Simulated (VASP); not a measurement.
Wanted: the native input for a VASP 6.6.1 run.

```yaml
Task: relaxation of cell and atoms
Functional: PBE
Potentials_or_basis: VASP PAW PBE potentials, release 64 (Si, Sb, Te)
Cutoff: 600 eV
k_mesh: 12 × 12 × 10
Occupations: gaussian, width 0.1 eV
Spin: no spin polarisation
Dipole_correction: no
Further_INCAR_settings: ALGO = Normal; EDIFF = 1e-07; IBRION = 2; EDIFFG = -0.01; NSW = 100; ISIF = 3
```

The structure of SiSbTe2 lies in POSCAR:

```
SiSbTe2
1.0
    5.3646924626      0.0000000000      0.0000000000
   -2.6823462313      4.6459599561      0.0000000000
    0.0000000000      0.0000000000      5.2242446890
Si Sb Te
1 1 2
Direct
    0.0000000000      0.0000000000      0.0000000000
    0.0000000000      0.0000000000      0.5000000000
    0.3333333333      0.6666666667      0.0000000000
    0.6666666667      0.3333333333      0.0000000000
```

The cell was built from a structure type or drawn by symmetry, and may not be a known phase.

The input as run:

INCAR

```
SYSTEM = SiSbTe2
  ALGO = Normal
  EDIFF = 1E-7
  EDIFFG = -0.01
  ENCUT = 600
  GGA = PE
  IBRION = 2
  ISIF = 3
  ISMEAR = 0
  LASPH = .TRUE.
  LCHARG = .FALSE.
  LREAL = .FALSE.
  LWAVE = .FALSE.
  NELM = 60
  NSW = 100
  PREC = Accurate
  SIGMA = 0.1
```

KPOINTS

```
k-points
0
G
  12 12 10
  0 0 0
```

Potentials or basis: VASP PAW PBE potentials, release 64 (Si, Sb, Te).

Run with:

```console
$ cat potpaw_PBE.64/Si/POTCAR potpaw_PBE.64/Sb/POTCAR potpaw_PBE.64/Te/POTCAR > POTCAR
$ mpirun -np 1 vasp_std > vasp.out
```

Results of the run:

The relaxed volume is 32.33 Å³/atom. The relaxed cell is a = 5.360 Å, b = 5.360 Å, c = 5.197 Å, α = 90.00°, β = 90.00°, γ = 120.00° and the space group after relaxing (to 0.1 Å) is P6/mmm (No. 191). The energy gained by relaxing is 0.3 meV/atom and the ionic steps are 2. The pressure after relaxing is 0.0 GPa and the band gap on the k mesh is zero (an odd number of electrons rules out a gap without spin polarisation).

Caveat: spin-orbit coupling is left out, which moves the levels of the heavy elements.

It took 3.2 min on 1 thread of Intel(R) Xeon(R) 6975P-C (Granite Rapids) (shared host), peak memory 0.53 GiB.
